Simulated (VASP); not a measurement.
# Hf3H in VASP: further runs

Hf3H is run at these levels: PBE; tasks: relaxation of the atoms.

Program: VASP 6.6.1. These are calculated values, not measurements. Logs are shortened: lines on timing, memory, paths and dates and some standing lists are left out, and cuts for length are marked.

## Step 1: The cell of the first run

The cell holds a slab with vacuum, 4 atoms: a = 3.070 Å, b = 3.070 Å, c = 20.281 Å, α = 90.00°, β = 90.00°, γ = 109.47°.

## Step 2: Relaxation of the atoms, PBE

Input file INCAR:

```
SYSTEM = Hf3H
PREC = Accurate
ENCUT = 520
EDIFF = 1E-6
ISMEAR = 0
SIGMA = 0.1
LREAL = .False.
LASPH = .True.
NELM = 60
ALGO = Normal
ISIF = 2
LWAVE = .False.
LCHARG = .False.
LDIPOL = .True.
IDIPOL = 3
DIPOL = 0.5 0.5 0.357
GGA = PE
IBRION = 2
NSW = 36
EDIFFG = -0.025
```

Input file KPOINTS:

```
Automatic mesh
0
Gamma
  9 9 1
  0 0 0
```

Input file POSCAR:

```
Hf3H
1.0
    3.0697355021      0.0000000000      0.0000000000
   -1.0232451674      2.8941743867      0.0000000000
    0.0000000000      0.0000000000     20.2814081478
Hf H
3 1
Selective dynamics
Direct
    0.5000000000      0.5000000000      0.1972249644  F F F
    0.0000000000      0.0000000000      0.3153436029  F F F
    0.5000000000      0.5000000000      0.4329782273  F F F
    0.8333333333      1.1666666667      0.4820041535  F F T
```

Potentials or basis: VASP PAW PBE potentials, release 64 (Hf_pv, H).

Started as:

```bash
$ cat potpaw_PBE.64/Hf_pv/POTCAR potpaw_PBE.64/H/POTCAR > POTCAR
$ mpirun -np 1 vasp_std > vasp.out
```

OUTCAR:

```text
SYSTEM = Hf3H
   PREC = Accurate
   ENCUT = 520
   EDIFF = 1E-6
   ISMEAR = 0
   LREAL = .False.
   LASPH = .True.
   NELM = 60
   ISIF = 2
   GGA = PE
   IBRION = 2
   NSW = 36
   EDIFFG = -0.025

 ion  position               nearest neighbor table
   1  0.500  0.500  0.197-   2 2.98   2 2.98   2 3.47   2 3.47
   2  0.000  0.000  0.315-   3 2.97   3 2.97   1 2.98   1 2.98   3 3.46   3 3.46   1 3.47   1 3.47

   3  0.500  0.500  0.433-   4 1.94   4 2.20   4 2.20   2 2.97   2 2.97   2 3.46   2 3.46
   4  0.833  0.167  0.482-   3 1.94   3 2.20   3 2.20

  LATTYP: Found a base centered orthorhombic cell.
 ALAT       =     3.5446252370
 B/A-ratio  =     1.4142135624
 C/A-ratio  =     5.7217355268

  Lattice vectors:

 A1 = (   3.0697355021,   0.0000000000,   0.0000000000)
 A2 = (  -1.0232451674,   2.8941743867,   0.0000000000)
 A3 = (   0.0000000000,   0.0000000000,  20.2814081478)

Analysis of symmetry for initial positions (statically):
=====================================================================
 Subroutine PRICEL returns:
 Original cell was already a primitive cell.

 Routine SETGRP: Setting up the symmetry group for a
 base centered orthorhombic supercell.

 Subroutine GETGRP returns: Found  2 space group operations
 (whereof  2 operations were pure point group operations)
 out of a pool of  8 trial point group operations.

The static configuration has the point symmetry C_1h.

Analysis of symmetry for dynamics (positions and initial velocities):
=====================================================================
 Subroutine PRICEL returns:
 Original cell was already a primitive cell.

 Routine SETGRP: Setting up the symmetry group for a
 base centered orthorhombic supercell.

 Subroutine GETGRP returns: Found  2 space group operations
 (whereof  2 operations were pure point group operations)
 out of a pool of  8 trial point group operations.

The dynamic configuration has the point symmetry C_1h.

Analysis of constrained symmetry for selective dynamics:
=====================================================================
 Subroutine PRICEL returns:
 Original cell was already a primitive cell.

 Routine SETGRP: Setting up the symmetry group for a
 base centered orthorhombic supercell.

 Subroutine GETGRP returns: Found  2 space group operations
 (whereof  2 operations were pure point group operations)
 out of a pool of  8 trial point group operations.

The constrained configuration has the point symmetry C_1h.

 Subroutine INISYM returns: Found  2 space group operations
 (whereof  2 operations are pure point group operations),
 and found     1 'primitive' translations

----------------------------------------------------------------------------------------

                                     Primitive cell

  volume of cell :     180.1871

  direct lattice vectors                    reciprocal lattice vectors
     3.069735502  0.000000000  0.000000000     0.325760965  0.115173894  0.000000000
    -1.023245167  2.894174387  0.000000000     0.000000000  0.345521681  0.000000000
     0.000000000  0.000000000 20.281408148     0.000000000  0.000000000  0.049306241

  length of vectors
     3.069735502  3.069735502 20.281408148     0.345521681  0.345521681  0.049306241

  position of ions in fractional coordinates (direct lattice)
     0.500000000  0.500000000  0.197224964
     0.000000000  0.000000000  0.315343603
     0.500000000  0.500000000  0.432978227
     0.833333333  0.166666667  0.482004154

  ion indices of the primitive-cell ions
   primitive index   ion index
                 1           1
                 2           2
                 3           3
[... 35 lines left out ...]
  0.111111  0.111111  0.000000      2.000000
[... 16 lines left out ...]
 -0.333333  0.333333  0.000000      2.000000
  0.444444  0.444444  0.000000      2.000000
   k-points           NKPTS =     25   k-points in BZ     NKDIM =     25   number of bands    NBANDS=     19
   number of dos      NEDOS =    301   number of ions     NIONS =      4
   total plane-waves  NPLWV =  92160
   dimension x,y,z NGX =    24 NGY =   24 NGZ =  160
   dimension x,y,z NGXF=    48 NGYF=   48 NGZF=  320
   ions per type =               3   1
   NGX,Y,Z   is equivalent  to a cutoff of  13.00, 13.00, 13.12 a.u.
   NGXF,Y,Z  is equivalent  to a cutoff of  26.00, 26.00, 26.23 a.u.
 SYSTEM =  Hf3H
   PREC   = accura    normal or accurate (medium, high low for compatibility)
   ISTART =      0    job   : 0-new  1-cont  2-samecut
   ICHARG =      2    charge: 1-file 2-atom 10-const
   ISPIN  =      1    spin polarized calculation?
   LNONCOLLINEAR =      F non collinear calculations
   LSORBIT =      F    spin-orbit coupling
   LASPH  =      T    aspherical Exc in radial PAW
   ENCUT  =  520.0 eV  38.22 Ry    6.18 a.u.   5.71  5.71 37.71*2*pi/ulx,y,z
   NELM   =     60;   NELMIN=  2; NELMDL= -5     # of ELM steps
   EDIFF  = 0.1E-05   stopping-criterion for ELM
   LREAL  =      F    real-space projection
   EDIFFG = -.3E-01   stopping-criterion for IOM
   NSW    =     36    number of steps for IOM
   IBRION =      2    ionic relax: 0-MD 1-quasi-New 2-CG
   NFREE  =      1    steps in history (QN), initial steepest desc. (CG)
   ISIF   =      2    stress and relaxation
   ISYM   =      2    0-nonsym 1-usesym 2-fastsym
   POTIM  = 0.5000    time-step for ionic-motion
   TEBEG  =    0.0;   TEEND  =   0.0 temperature during run
   PSTRESS=    0.0 pullay stress
   NELECT =      31.0000    total number of electrons
   NUPDOWN=      -1.0000    fix difference up-down
   EMIN   =  10.00;   EMAX   =-10.00  energy-range for DOS
   EFERMI =   0.00;   METHOD = LEGACY
   ISMEAR =     0;   SIGMA  =   0.10  broadening in eV -4-tet -1-fermi 0-gaus
   EFERMI_NEDOS =   21; number of points for ismear=-14 and -15
   IALGO  =     38    algorithm
   IMIX   =      4    mixing-type and parameters
     AMIX     =   0.40;   BMIX     =  1.00
     AMIX_MAG =   1.60;   BMIX_MAG =  1.00
  volume/ion in A,a.u.               =      45.05       303.99
  Fermi-wavevector in a.u.,A,eV,Ry     =   0.910516  1.720625 11.279760  0.829039
  Thomas-Fermi vector in A             =   2.034687
   LORBIT       =      0    0 simple, 1 ext, 2 COOP (PROOUT), +10 PAW based schemes
   GGA     = PE    functional components
   LHFCALC =     F    Hartree Fock is set to
   AEXX    =    0.0000 exact exchange contribution
   IVDW    =     0    specifies the selected vdW correction
   LEPSILON=     F    determine dielectric tensor
   LRPA    =     F    only Hartree local field effects (RPA)
 conjugate gradient relaxation of ions
 non-spin polarized calculation
 Gauss-broadening in eV      SIGMA  =   0.10
  energy-cutoff  :      520.00
  volume of cell :      180.19
 maximum number of plane-waves:      4883
   NGX = 11   NGY = 11   NGZ = 75

--------------------------------------- Ionic step        1  -------------------------------------------

 number of electron      31.0000002 magnetization

 Free energy of the ion-electron system (eV)
  ---------------------------------------------------
  ext. energy  EPLUGINS =         0.00000000
  ---------------------------------------------------
  free energy    TOTEN  =       -31.71787021 eV

  energy without entropy =      -31.68369325  energy(sigma->0) =      -31.70078173

------------------------ aborting loop because EDIFF is reached ----------------------------------------

  FORCE on cell =-STRESS in cart. coord.  units (eV):
  Direction    XX          YY          ZZ          XY          YZ          ZX
  --------------------------------------------------------------------------------------
  -------------------------------------------------------------------------------------
  Total       -0.3314256     -1.1518380      1.2193626     -1.1602383     -0.4120831      0.5827729
  in kB       -2.9469506    -10.2418456     10.8422570    -10.3165394     -3.6641368      5.1818656
  external PRESSURE =      -0.7821798 kB  Pullay stress =       0.0000000 kB
[... 103 lines left out ...]
 number of electron      31.0000003 magnetization

------------------------ aborting loop because EDIFF is reached ----------------------------------------

 vacuum level on the upper side and lower side of the slab       (xc-potential included)        -0.060        -0.329

  FORCE on cell =-STRESS in cart. coord.  units (eV):
  Direction    XX          YY          ZZ          XY          YZ          ZX
  --------------------------------------------------------------------------------------
  -------------------------------------------------------------------------------------
  Total       -0.9787283     -1.6054710      0.4995280     -0.8863480     -0.2472630      0.3496825
  in kB       -8.7025991    -14.2754327      4.4416736     -7.8811769     -2.1985990      3.1092862
  external PRESSURE =      -6.1787861 kB  Pullay stress =       0.0000000 kB
[... 19 lines left out ...]
  FREE ENERGIE OF THE ION-ELECTRON SYSTEM (eV)
  ---------------------------------------------------
  free  energy   TOTEN  =       -31.7320392442 eV

  energy  without entropy=      -31.6980820061  energy(sigma->0) =      -31.71506063

 dipolmoment           0.000000      0.000000     -0.001520 electrons x Angstroem

--------------------------------------- Ionic step        5  -------------------------------------------

 number of electron      31.0000003 magnetization

 dipolmoment           0.000000      0.000000      0.005912 electrons x Angstroem

 Free energy of the ion-electron system (eV)
  ---------------------------------------------------
  ext. energy  EPLUGINS =         0.00000000
  ---------------------------------------------------
  free energy    TOTEN  =       -31.73859602 eV

  energy without entropy =      -31.70462796  energy(sigma->0) =      -31.72161199

 E-fermi :  -0.7491     XC(G=0):  -5.1952

 val. band max:       -0.7678667290   @ k =  -0.1111   0.1111   0.0000
 cond. band min:      -0.7446522963   @ k =  -0.4444   0.1111   0.0000
 fundamental gap:      0.0232144327
 Fermi energy:        -0.7490732078

 k-point     1 :       0.0000    0.0000    0.0000
  band No.  band energies     occupation
      1     -31.5667      2.00000
      2     -31.4217      2.00000
      3     -31.0716      2.00000
      4     -30.9970      2.00000
      5     -30.9258      2.00000
      6     -30.8034      2.00000
[... 505 lines left out ...]
      6     -31.2924      2.00000
[... 11 lines left out ...]
     18       0.9004      0.00000
     19       1.3554      0.00000

 [... further k-points ...]

------------------------ aborting loop because EDIFF is reached ----------------------------------------

 vacuum level on the upper side and lower side of the slab       (xc-potential included)         0.056        -0.060

  FORCE on cell =-STRESS in cart. coord.  units (eV):
  Direction    XX          YY          ZZ          XY          YZ          ZX
  --------------------------------------------------------------------------------------
  -------------------------------------------------------------------------------------
  Total       -0.7771025     -1.4667546      0.7772289     -0.9753153     -0.3062018      0.4330342
  in kB       -6.9097944    -13.0420025      6.9109184     -8.6722517     -2.7226671      3.8504285
  external PRESSURE =      -4.3469595 kB  Pullay stress =       0.0000000 kB
[... 19 lines left out ...]
  FREE ENERGIE OF THE ION-ELECTRON SYSTEM (eV)
  ---------------------------------------------------
  free  energy   TOTEN  =       -31.7385960239 eV

  energy  without entropy=      -31.7046279644  energy(sigma->0) =      -31.72161199

 reached required accuracy - stopping structural energy minimisation

 vacuum level on the upper side and lower side of the slab         3.532         3.416
```

Run time: 9.8 min. Hardware: 1 thread of Intel Xeon Platinum 8259CL at 2.50GHz (Skylake/Cascade Lake), shared host; peak memory 0.35 GiB.

What came out:

- Free energy: -31.7386 eV
- Energy gained by relaxing: 5.2 meV/atom
- Ionic steps: 5
- Band gap on the k mesh: zero (an odd number of electrons rules out a gap without spin polarisation)

The path:
```
step  energy change (eV)  largest force on free atoms (eV/Å)  pressure (GPa)
   1              0.0000                              0.3646           -0.08
   2             -0.0059                              0.3084           -0.13
   3             -0.0178                              0.1405           -0.31
   4             -0.0142                              0.2075           -0.62
   5             -0.0207                              0.0010           -0.43
```

Final structure:
```
CELL_PARAMETERS angstrom
3.06974 0.00000 0.00000
-1.02325 2.89417 0.00000
0.00000 0.00000 20.28141
ATOMIC_POSITIONS crystal
Hf 0.50000 0.50000 0.19723
Hf 0.00000 0.00000 0.31534
Hf 0.50000 0.50000 0.43298
H 0.83333 0.16667 0.48757
```

Caveat: spin-orbit coupling is left out, which moves the levels of the heavy elements.

## Step 3: Relaxation of the atoms, PBE

Input file INCAR:

```
PREC = Accurate ; ENCUT = 520
EDIFF = 1E-6 ; ISMEAR = 0
SIGMA = 0.1 ; LREAL = False
LASPH = True ; NELM = 80
ALGO = Normal ; ISIF = 2
LWAVE = False ; LCHARG = False
LDIPOL = True ; IDIPOL = 3
DIPOL = 0.5 0.5 0.366 ; GGA = PE
IBRION = 2 ; NSW = 36
EDIFFG = -0.025
```

Input file KPOINTS:

```
regular mesh
0
Gamma
  9 9 1
```

POSCAR: that of step 2 with these lines changed.

```diff
@@ -12,2 +12,2 @@
     0.5000000000      0.5000000000      0.4329782273  F F F
-    0.8333333333      1.1666666667      0.4820041535  F F T
+    0.6666666667      1.3333333333      0.5165465691  F F T
```

Potentials or basis: VASP PAW PBE potentials, release 64 (Hf_pv, H).

Started as:

```bash
$ cat potpaw_PBE.64/Hf_pv/POTCAR potpaw_PBE.64/H/POTCAR > POTCAR
$ mpirun -np 1 vasp_std > vasp.out
```

OUTCAR:

```text
PREC = Accurate
   ENCUT = 520
   EDIFF = 1E-6
   ISMEAR = 0
   LREAL = False
   LASPH = True
   NELM = 80
   ISIF = 2
   GGA = PE
   IBRION = 2
   NSW = 36
   EDIFFG = -0.025

 ion  position               nearest neighbor table
   1  0.500  0.500  0.197-   2 2.98   2 2.98   2 3.47   2 3.47
   2  0.000  0.000  0.315-   3 2.97   3 2.97   1 2.98   1 2.98   3 3.46   3 3.46   1 3.47   1 3.47

   3  0.500  0.500  0.433-   4 1.89   2 2.97   2 2.97   2 3.46   2 3.46
   4  0.667  0.333  0.517-   3 1.89

  LATTYP: Found a base centered orthorhombic cell.
 ALAT       =     3.5446252370
 B/A-ratio  =     1.4142135624
 C/A-ratio  =     5.7217355268

  Lattice vectors:

 A1 = (   3.0697355021,   0.0000000000,   0.0000000000)
 A2 = (  -1.0232451674,   2.8941743867,   0.0000000000)
 A3 = (   0.0000000000,   0.0000000000,  20.2814081478)

Analysis of symmetry for initial positions (statically):
=====================================================================
 Subroutine PRICEL returns:
 Original cell was already a primitive cell.

 Routine SETGRP: Setting up the symmetry group for a
 base centered orthorhombic supercell.

[... 194 lines left out ...]
  Total       -0.5128419     -0.7619473      0.4268523     -0.3522881     -1.0401967      1.4710672
  in kB       -4.5600579     -6.7750382      3.7954601     -3.1324551     -9.2491604     13.0803492
  external PRESSURE =      -2.5132120 kB  Pullay stress =       0.0000000 kB
[... 63 lines left out ...]
--------------------------------------- Ionic step        3  -------------------------------------------

 number of electron      31.0000003 magnetization

 dipolmoment           0.000000      0.000000      0.079135 electrons x Angstroem

 Free energy of the ion-electron system (eV)
  ---------------------------------------------------
  ext. energy  EPLUGINS =         0.00000000
  ---------------------------------------------------
  free energy    TOTEN  =       -30.85093660 eV

  energy without entropy =      -30.81644670  energy(sigma->0) =      -30.83369165

 E-fermi :  -1.3211     XC(G=0):  -5.2561

 val. band max:       -1.3242886858   @ k =  -0.1111   0.1111   0.0000
 cond. band min:      -1.3199984977   @ k =  -0.4444   0.1111   0.0000
 fundamental gap:      0.0042901882
 Fermi energy:        -1.3210851490

 k-point     1 :       0.0000    0.0000    0.0000
  band No.  band energies     occupation
      1     -32.0974      2.00000
      2     -31.8941      2.00000
      3     -31.6294      2.00000
      4     -31.5683      2.00000
      5     -31.4813      2.00000
      6     -31.3446      2.00000
[... 505 lines left out ...]
      6     -31.7475      2.00000
[... 11 lines left out ...]
     18       0.2880      0.00000
     19       0.8058      0.00000

 [... further k-points ...]

------------------------ aborting loop because EDIFF is reached ----------------------------------------

 vacuum level on the upper side and lower side of the slab       (xc-potential included)         0.772        -0.802

  FORCE on cell =-STRESS in cart. coord.  units (eV):
  Direction    XX          YY          ZZ          XY          YZ          ZX
  --------------------------------------------------------------------------------------
  -------------------------------------------------------------------------------------
  Total       -0.4815125     -0.7487882      0.6432584     -0.3779849     -1.0898766      1.5413256
  in kB       -4.2814844     -6.6580307      5.7196872     -3.3609439     -9.6909007     13.7050686
  external PRESSURE =      -1.7399426 kB  Pullay stress =       0.0000000 kB
[... 19 lines left out ...]
  FREE ENERGIE OF THE ION-ELECTRON SYSTEM (eV)
  ---------------------------------------------------
  free  energy   TOTEN  =       -30.8509365961 eV

  energy  without entropy=      -30.8164467048  energy(sigma->0) =      -30.83369165

 reached required accuracy - stopping structural energy minimisation

 vacuum level on the upper side and lower side of the slab         4.518         2.904
```

Run time: 5.2 min. Hardware: 1 thread of Intel Xeon Platinum 8259CL at 2.50GHz (Skylake/Cascade Lake), shared host; peak memory 0.34 GiB.

What came out:

```yaml
Free_energy: -30.8509 eV
Energy_gained_by_relaxing: 0.3 meV/atom
Ionic_steps: 3
Band_gap_on_the_k_mesh: zero (an odd number of electrons rules out a gap without spin polarisation)
```

The path:
```
step  energy change (eV)  largest force on free atoms (eV/Å)  pressure (GPa)
   1              0.0000                              0.1261           -0.25
   2             -0.0006                              0.0802           -0.22
   3             -0.0010                              0.0023           -0.17
```

Final structure:
```
Hf H
1.0
     3.06974    0.00000    0.00000
    -1.02325    2.89417    0.00000
     0.00000    0.00000   20.28141
Hf H
3 1
Direct
  0.50000 0.50000 0.19723
  0.00000 0.00000 0.31534
  0.50000 0.50000 0.43298
  0.66667 0.33333 0.51572
```

Levels at points of the mesh, in eV from the Fermi level:
| k point | band 14 | band 15 | band 16 | band 17 | band 18 | band 19 |
| --- | --- | --- | --- | --- | --- | --- |
| (0.00, 0.00, 0.00) | -0.44 | 0.02 | 0.21 | 1.21 | 1.33 | 1.56 |

Caveat: spin-orbit coupling is left out, which moves the levels of the heavy elements.

The gap in the log of VASP goes by the Fermi energy; the results here count the filled bands.